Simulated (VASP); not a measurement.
Input of a VASP 6.6.1 run:

File INCAR:

```
PREC = Accurate ; ENCUT = 520
EDIFF = 1E-6 ; ISMEAR = 0
SIGMA = 0.1 ; LREAL = False
LASPH = True ; NELM = 80
ALGO = Normal ; ISIF = 2
LWAVE = False ; LCHARG = False
GGA = PE ; NBANDS = 24
```

File KPOINTS:

```
regular mesh
0
Gamma
  18 18 6
```

File POSCAR:

```
MgZr2N
1.0
    3.2533590810      0.0000000000      0.0000000000
   -1.6266795405      2.8174916118      0.0000000000
    0.0000000000      0.0000000000      7.8473594667
Mg Zr N
1 2 1
Direct
    0.0000000000      0.0000000000      0.5000000000
    0.3333333333      0.6666666667      0.1602488836
    0.6666666667      0.3333333333      0.8397511164
    0.0000000000      0.0000000000      0.0000000000
```

Potentials or basis: VASP PAW PBE potentials, release 64 (Mg, Zr_sv, N).

The run is started by

```console
$ cat potpaw_PBE.64/Mg/POTCAR potpaw_PBE.64/Zr_sv/POTCAR potpaw_PBE.64/N/POTCAR > POTCAR
$ mpirun -np 1 vasp_std > vasp.out
```

Task: Estimate the pressure.

Result: 0.0 GPa.

Task: Predict the largest force.

Result: 0.030 eV/Å.

Forces on the atoms (eV/Å):
```
Mg   0.000  0.000  0.000
Zr   0.000  0.000  0.030
Zr   0.000  0.000 -0.030
N    0.000  0.000  0.000
```
